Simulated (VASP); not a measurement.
Wanted: the native input for a VASP 6.6.1 run.

```yaml
Task: single point
Functional: PBE
Potentials_or_basis: VASP PAW PBE potentials, release 64 (Sn_d, O)
Cutoff: 520 eV
k_mesh: 7 × 7 × 7
Occupations: fermi-dirac, width 0.0612256 eV
Spin: no spin polarisation
Dipole_correction: no
Further_INCAR_settings: ALGO = Normal; EDIFF = 1e-07; NBANDS = 57
```

The structure of Sn2O3 lies in POSCAR:

```
Sn2O3
1.0
    5.1463071607      0.0000000000      0.0000000000
    0.0000000000      5.1463071607      0.0000000000
    0.0000000000      0.0000000000      5.1463071607
Sn O
4 6
Direct
    0.2500000000      0.2500000000      0.2500000000
    0.7500000000      0.7500000000      0.2500000000
    0.7500000000      0.2500000000      0.7500000000
    0.2500000000      0.7500000000      0.7500000000
    0.5000000000      0.0000000000      0.0000000000
    0.0000000000      0.5000000000      0.0000000000
    0.0000000000      0.0000000000      0.5000000000
    0.5000000000      0.5000000000      0.0000000000
    0.5000000000      0.0000000000      0.5000000000
    0.0000000000      0.5000000000      0.5000000000
```

One way to write it, as run:

INCAR

```
PREC = Accurate ; ENCUT = 520
EDIFF = 1E-7 ; ISMEAR = -1
SIGMA = 0.06122561905347299 ; LREAL = F
LASPH = T ; NELM = 100
ALGO = Normal ; ISIF = 2
LWAVE = F ; LCHARG = T
GGA = PE ; LELF = T
LVHAR = T ; NBANDS = 57
```

KPOINTS

```
Automatic mesh
0
Gamma
  7 7 7
```

Potentials or basis: VASP PAW PBE potentials, release 64 (Sn_d, O).

Launch:

```console
$ cat potpaw_PBE.64/Sn_d/POTCAR potpaw_PBE.64/O/POTCAR > POTCAR
$ mpirun -np 1 vasp_std > vasp.out
```

Results of the run:

The pressure is 8.1 GPa and the band gap on the k mesh is zero (bands 46 and 47 overlap by 0.17 eV).

Caveat: the cell stands under pressure; semilocal functionals underestimate gaps, and a narrow one can read as zero; spin-orbit coupling is left out, which moves the levels of the heavy elements.

Run time: 2.9 min on 1 thread of Intel(R) Xeon(R) Platinum 8488C (Sapphire Rapids), with other jobs on the host, peak memory 0.3 GiB.
